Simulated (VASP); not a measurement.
Si, 10 atoms in the cell. It takes space group P-4c2 (No. 116, tetragonal). Conventional cell: a = 3.965 Å, b = 3.965 Å, c = 9.514 Å, α = 90.00°, β = 90.00°, γ = 90.00°. Si (site symmetry -4) has 4 Si at 2.17 Å within 2.9 Å. Within 2.9 Å of Si (site symmetry 1) lie 4 Si at 2.17 to 2.31 Å. The cell was built from a structure type or drawn by symmetry, and may not be a known phase.

| Quantity | Value |
| --- | --- |
| Program | VASP 6.6.1 |
| Task | relaxation of cell and atoms |
| Functional | PBE |
| Potentials or basis | VASP PAW PBE potentials, release 64 (Si) |
| Cutoff | 600 eV |
| k mesh | 4 × 4 × 2 |
| Occupations | gaussian, width 0.1 eV |
| Spin | no spin polarisation |
| Dipole correction | no |
| Further INCAR settings | ALGO = Normal; EDIFF = 1e-06; IBRION = 2; EDIFFG = -0.04; NSW = 90; ISIF = 3 |

Potentials or basis: VASP PAW PBE potentials, release 64 (Si).

Run with:

```sh
$ cat potpaw_PBE.64/Si/POTCAR > POTCAR
$ mpirun -np 1 vasp_std > vasp.out
```

Hardware: 1 thread of AMD EPYC 7R13, on a shared host.

Task: Estimate the wall time of this run.

Result: Wall time 7.9 min on 1 thread of AMD EPYC 7R13, with other jobs on the host, peak memory 0.25 GiB. Counts: scf iterations 86, k points 12, ion steps 11.
